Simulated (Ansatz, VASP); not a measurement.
# KF: VASP beside Ansatz

```xyz
2
Lattice="-0.0799 2.4716 2.4716 2.4716 -0.0799 2.4716 2.4716 2.4716 -0.0799" Properties=species:S:1:pos:R:3 pbc="T T T"
K     0.0000    0.0000    0.0000
F     2.4316    2.4316    2.4316
```

Alike in both runs: task single point; functional LDA; k mesh 8 × 8 × 8; occupations gaussian, width 0.05 eV; no spin polarisation.

|  | VASP | Ansatz |
| --- | --- | --- |
| version | VASP 6.6.1 | Ansatz 0.2.0 |
| potentials or method | VASP PAW LDA potentials, release 64 (K_sv, F), cutoff 520 eV | scalar-relativistic, plane waves, PAW |
| valence electrons in the cell | 16 | 16 |

Ansatz gave:

```
gap on the k mesh at the Fermi level (eV)                     : 6.83
least direct gap on the mesh (eV)                             : 6.84
pressure (GPa)                                                : 4.4
traceless stress, the component that is largest in VASP (GPa) : 0.30
```

Problem. Which values does VASP return?

Solution. gap on the k mesh at the Fermi level (eV): 6.81; least direct gap on the mesh (eV): 6.82; pressure (GPa): 4.8; traceless stress, the component that is largest in VASP (GPa): 0.28.

LDA's correlation is that of Perdew and Zunger in VASP and of Perdew and Wang (1992) in Ansatz.
